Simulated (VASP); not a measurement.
Runs of VASP 6.6.1 on ZrSiO. The structure is that of space group P4/nmm (No. 129), or close to it. The cells are those of the table. 

| cell | gap on the mesh (eV) | pressure (GPa) | largest force (eV/Å) |
| --- | --- | --- | --- |
| a = 3.275, b = 3.275, c = 7.252 Å, 6 atoms | none | (a) | 0.10 |
| a = 3.298, b = 3.298, c = 7.303 Å, 6 atoms | none | 2.1 | 0.11 |
| a = 3.342, b = 3.342, c = 7.401 Å, 6 atoms | none | (c) | 0.14 |
| a = 3.252, b = 3.252, c = 7.202 Å, 6 atoms | none | 10.6 | 0.19 |
| a = 3.385, b = 3.385, c = 7.496 Å, 6 atoms | none | (b) | 0.27 |

Alike in all rows: task single point; level PBE; potentials or basis VASP PAW PBE potentials, release 64 (Zr_sv, Si, O); no spin polarisation; k mesh 8 × 8 × 4; cutoff (eV) 520; smearing fermi-dirac 0.05 eV.

Q: Fill in the values left out.

A: (a) 6.1; (b) -10.4; (c) -4.8.

A k mesh can miss the band edges, and the runs leave out spin-orbit coupling on Zr.

A gap of «none» marks levels without a gap at the run's occupations.
